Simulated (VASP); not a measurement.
# CO2 (Pbcn) in VASP: further runs, part 2 of 2

VASP 6.6.1. The steps go on from the part before.

### 3 Electric field gradients, PBE+D3(BJ)

This run uses another cell than the first one: it holds 12 atoms, not 24.

Contents of INCAR:

```
ALGO     = Normal         # electronic algorithm
EDIFF    = 1E-8           # SCF threshold, eV
ENCUT    = 520            # plane-wave cutoff, eV
GGA      = PE             # functional
ISIF     = 2              # what is computed and relaxed
ISMEAR   = -1             # smearing method
IVDW     = 12             # dispersion correction
LASPH    = T              # aspherical terms in the spheres
LCHARG   = F              # write CHGCAR
LEFG     = T            
LREAL    = F              # projectors in reciprocal space
LWAVE    = F              # write WAVECAR
NBANDS   = 44             # bands
NELM     = 100            # most SCF steps
PREC     = Accurate       # precision mode
SIGMA    = 0.02           # smearing width, eV
```

Contents of KPOINTS:

```
k-points
0
Gamma
  5 3 5
```

Contents of POSCAR:

```
CO2
1.0
    4.3441000000      0.0000000000      0.0000000000
    0.0000000000      6.1110000000      0.0000000000
    0.0000000000      0.0000000000      4.2850000000
C O
4 8
Direct
    0.0000000000      0.3639828552      0.2500000000
    0.5000000000      0.1360171448      0.7500000000
    0.0000000000      0.6360171448      0.7500000000
    0.5000000000      0.8639828552      0.2500000000
    0.2320200810      0.3691116720      0.3845564536
    0.2679799190      0.1308883280      0.8845564536
    0.7320200810      0.1308883280      0.6154435464
    0.7679799190      0.3691116720      0.1154435464
    0.7679799190      0.6308883280      0.6154435464
    0.7320200810      0.8691116720      0.1154435464
    0.2679799190      0.8691116720      0.3845564536
    0.2320200810      0.6308883280      0.8845564536
```

Potentials or basis: VASP PAW PBE potentials, release 64 (C, O).

On the command line:

```console
$ cat potpaw_PBE.64/C/POTCAR potpaw_PBE.64/O/POTCAR > POTCAR
$ mpirun -np 1 vasp_std > vasp.out
```

OUTCAR:

```text
EDIFF = 1E-8
   ENCUT = 520
   GGA = PE
   ISIF = 2
   ISMEAR = -1
   IVDW = 12
   LASPH = T
   LREAL = F
   NELM = 100
   PREC = Accurate
 IVDW          = 12

 ion  position               nearest neighbor table
   1  0.000  0.364  0.250-   5 1.16   8 1.16
   2  0.500  0.136  0.750-   6 1.16   7 1.16
   3  0.000  0.636  0.750-   9 1.16  12 1.16
   4  0.500  0.864  0.250-  10 1.16  11 1.16
   5  0.232  0.369  0.385-   1 1.16
   6  0.268  0.131  0.885-   2 1.16
   7  0.732  0.131  0.615-   2 1.16
   8  0.768  0.369  0.115-   1 1.16
   9  0.768  0.631  0.615-   3 1.16
  10  0.732  0.869  0.115-   4 1.16
  11  0.268  0.869  0.385-   4 1.16
  12  0.232  0.631  0.885-   3 1.16

  LATTYP: Found a simple orthorhombic cell.
 ALAT       =     4.2850000000
 B/A-ratio  =     1.0137922987
 C/A-ratio  =     1.4261376896

  Lattice vectors:

 A1 = (   0.0000000000,   0.0000000000,   4.2850000000)
 A2 = (   4.3441000000,   0.0000000000,   0.0000000000)
 A3 = (   0.0000000000,   6.1110000000,   0.0000000000)

Analysis of symmetry for initial positions (statically):
[... 1089 lines left out ...]
---------------------------------------------------------------------
   1     -32.241    26.204     6.037     0.000   -32.673     0.000
   2     -32.241    26.204     6.037    -0.000    32.673     0.000
   3     -32.241    26.204     6.037    -0.000   -32.673     0.000
   4     -32.241    26.204     6.037    -0.000    32.673    -0.000
   5      42.336   -28.737   -13.599     5.589    45.173     3.117
   6      42.336   -28.737   -13.599     5.589   -45.173    -3.117
   7      42.336   -28.737   -13.599    -5.589   -45.173     3.117
   8      42.336   -28.737   -13.599    -5.589    45.173    -3.117
   9      42.336   -28.737   -13.599     5.589    45.173     3.117
  10      42.336   -28.737   -13.599     5.589   -45.173    -3.117
  11      42.336   -28.737   -13.599    -5.589   -45.173     3.117
  12      42.336   -28.737   -13.599    -5.589    45.173    -3.117
---------------------------------------------------------------------

 Electric field gradients after diagonalization (V/A^2)
 (convention: |V_zz| > |V_xx| > |V_yy|)
----------------------------------------------------------------------
 ion       V_xx      V_yy      V_zz     asymmetry (V_yy - V_xx)/ V_zz
----------------------------------------------------------------------
   1      26.204    24.764   -50.968       0.028
   2      26.204    24.764   -50.968       0.028
   3      26.204    24.764   -50.968       0.028
   4      26.204    24.764   -50.968       0.028
   5     -38.761   -29.161    67.923       0.141
   6     -38.761   -29.161    67.923       0.141
   7     -38.761   -29.161    67.923       0.141
   8     -38.761   -29.161    67.923       0.141
   9     -38.761   -29.161    67.923       0.141
  10     -38.761   -29.161    67.923       0.141
  11     -38.761   -29.161    67.923       0.141
  12     -38.761   -29.161    67.923       0.141
----------------------------------------------------------------------

           NMR quadrupolar parameters

 Cq : quadrupolar parameter    Cq=e*Q*V_zz/h
 eta: asymmetry parameters     (V_yy - V_xx)/ V_zz
 Q  : nuclear electric quadrupole moment in mb (millibarn)
----------------------------------------------------------------------
 ion       Cq(MHz)       eta       Q (mb)
----------------------------------------------------------------------
   1      -0.123       0.028       1.000
   2      -0.123       0.028       1.000
   3      -0.123       0.028       1.000
   4      -0.123       0.028       1.000
   5       0.164       0.141       1.000
   6       0.164       0.141       1.000
   7       0.164       0.141       1.000
   8       0.164       0.141       1.000
   9       0.164       0.141       1.000
  10       0.164       0.141       1.000
  11       0.164       0.141       1.000
  12       0.164       0.141       1.000
----------------------------------------------------------------------
```

OSZICAR:

```text
N       E                     dE             d eps       ncg     rms          rms(c)
DAV:   1     0.364586520355E+03    0.36459E+03   -0.36564E+04  1584   0.141E+03
DAV:   2    -0.730500974840E+02   -0.43764E+03   -0.41792E+03  2076   0.332E+02
DAV:   3    -0.948998191192E+02   -0.21850E+02   -0.21627E+02  1804   0.745E+01
DAV:   4    -0.951238854994E+02   -0.22407E+00   -0.22375E+00  1820   0.860E+00
DAV:   5    -0.951266546341E+02   -0.27691E-02   -0.27690E-02  1804   0.939E-01    0.196E+01
DAV:   6    -0.891926632373E+02    0.59340E+01   -0.16135E+01  1772   0.227E+01    0.885E+00
DAV:   7    -0.887885661368E+02    0.40410E+00   -0.88228E-01  1824   0.531E+00    0.487E+00
DAV:   8    -0.886842179893E+02    0.10435E+00   -0.60062E-01  1748   0.393E+00    0.104E+00
DAV:   9    -0.886726550590E+02    0.11563E-01   -0.44584E-02  1684   0.121E+00    0.418E-01
DAV:  10    -0.886730328435E+02   -0.37778E-03   -0.98049E-03  1848   0.458E-01    0.860E-02
DAV:  11    -0.886732400606E+02   -0.20722E-03   -0.31101E-04  1752   0.106E-01    0.348E-02
DAV:  12    -0.886732896177E+02   -0.49557E-04   -0.45320E-05  1852   0.394E-02    0.768E-03
DAV:  13    -0.886732901665E+02   -0.54881E-06   -0.77910E-06  1720   0.159E-02    0.236E-03
DAV:  14    -0.886732899915E+02    0.17504E-06   -0.82187E-07  1756   0.515E-03    0.108E-03
DAV:  15    -0.886732899997E+02   -0.82455E-08   -0.64393E-08  1744   0.137E-03
   1 F= -.90042569E+02 E0= -.90042569E+02  d E =-.575929E-12
```

stdout:

```text
POSCAR found type information on POSCAR C O
 POSCAR found :  2 types and      12 ions
 scaLAPACK will be used
 LDA part: xc-table for (Slater+PW92), standard interpolation
 POSCAR, INCAR and KPOINTS ok, starting setup
 FFT: planning ... GRIDC
 FFT: planning ... GRID_SOFT
 FFT: planning ... GRID
 WAVECAR not read
 entering main loop
ion   1

ion   2

ion   3

ion   4

ion   5
     0.0000293    -1.4126532    -0.6781929     1.9609091    -4.1374416    -2.4726034
     0.0000403    -1.4126532    -0.6781929     1.9609091    -4.1374415    -2.4726034
     0.0000555    -1.4126532    -0.6781929     1.9609091    -4.1374414    -2.4726033
     0.0000765    -1.4126532    -0.6781929     1.9609090    -4.1374412    -2.4726031
[... 72 lines left out ...]
ion  12
     0.0000293     1.4126532     0.6781929     1.9609091    -4.1374416    -2.4726034
     0.0000403     1.4126532     0.6781929     1.9609091    -4.1374415    -2.4726034
     0.0000555     1.4126532     0.6781929     1.9609091    -4.1374414    -2.4726033
     0.0000765     1.4126532     0.6781929     1.9609090    -4.1374412    -2.4726031

     0.0000293     4.7443083     2.4722267     8.5374455   -27.9979187   -20.8337402
     0.0000403     4.7443074     2.4722262     8.5374438   -27.9979127   -20.8337356
     0.0000555     4.7443060     2.4722255     8.5374410   -27.9979023   -20.8337276
     0.0000765     4.7443036     2.4722242     8.5374362   -27.9978849   -20.8337142
```

Run time: 53 s. Hardware: 1 thread of Intel Xeon Platinum 8559C (Emerald Rapids), shared host; peak memory 0.23 GiB.

What came out:

| Quantity | Value |
| --- | --- |
| Free energy | -90.0426 eV |
| Pressure | 20.7 GPa |
| Largest force | 0.689 eV/Å |
| Band gap on the k mesh | 6.98 eV, indirect (least direct gap 7.15 eV) |
| Dispersion energy per atom | -0.114 eV |

Forces on the atoms (eV/Å):
```
C    0.000 -0.049  0.000
C    0.000  0.049  0.000
C    0.000  0.049  0.000
C    0.000 -0.049  0.000
O    0.597  0.002  0.344
O   -0.597 -0.002  0.344
O    0.597 -0.002 -0.344
O   -0.597  0.002 -0.344
O   -0.597 -0.002 -0.344
O    0.597  0.002 -0.344
O   -0.597  0.002  0.344
O    0.597 -0.002  0.344
```

Stress tensor (GPa, compression positive):
```
19.91  0.00  0.00
 0.00 15.63  0.00
 0.00  0.00 26.70
```

Electric field gradients, principal values (V/Å²):
```
atom    least   middle  greatest (by size)
 1 C   24.764   26.204             -50.968
 2 C   24.764   26.204             -50.968
 3 C   24.764   26.204             -50.968
 4 C   24.764   26.204             -50.968
 5 O  -29.161  -38.761              67.923
 6 O  -29.161  -38.761              67.923
 7 O  -29.161  -38.761              67.923
 8 O  -29.161  -38.761              67.923
 9 O  -29.161  -38.761              67.923
10 O  -29.161  -38.761              67.923
11 O  -29.161  -38.761              67.923
12 O  -29.161  -38.761              67.923
```

Caveat: without QUAD_EFG the Cq values of the log hold for a quadrupole moment of 1 mb, not for the nuclei. A k mesh can miss the band edges.
